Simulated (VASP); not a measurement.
Here is a VASP 6.6.1 calculation.

Contents of INCAR:

```
  PREC = Accurate
  ENCUT = 520
  EDIFF = 1E-6
  ISMEAR = 0
  SIGMA = 0.15
  LREAL = False
  LASPH = True
  NELM = 60
  ALGO = Normal
  ISIF = 2
  LWAVE = False
  LCHARG = False
  GGA = PS
  NBANDS = 21
```

File KPOINTS:

```
Automatic mesh
0
Gamma
  20 20 20
```

POSCAR

```
Ge
1.0
   -2.5744897190      2.5744897190      1.4393350225
    2.5744897190     -2.5744897190      1.4393350225
    2.5744897190      2.5744897190     -1.4393350225
Ge
2
Direct
    0.2500000000      0.7500000000      0.5000000000
    0.5000000000      0.5000000000      0.0000000000
```

Potentials or basis: VASP PAW PBE potentials, release 64 (Ge_d).

Run with:

```console
$ cat potpaw_PBE.64/Ge_d/POTCAR > POTCAR
$ mpirun -np 1 vasp_std > vasp.out
```

(1) Estimate the band gap on the k mesh.

(2) What does it give for the pressure?

Answers

(1) zero (bands 14 and 15 overlap by 5.18 eV).

(2) -2.8 GPa.

Caveat: the cell differs from its parent crystal (strain +0.000 along x and y, +0.030 along z); the PAW data sets were made with another functional, which shifts forces and pressure a little.
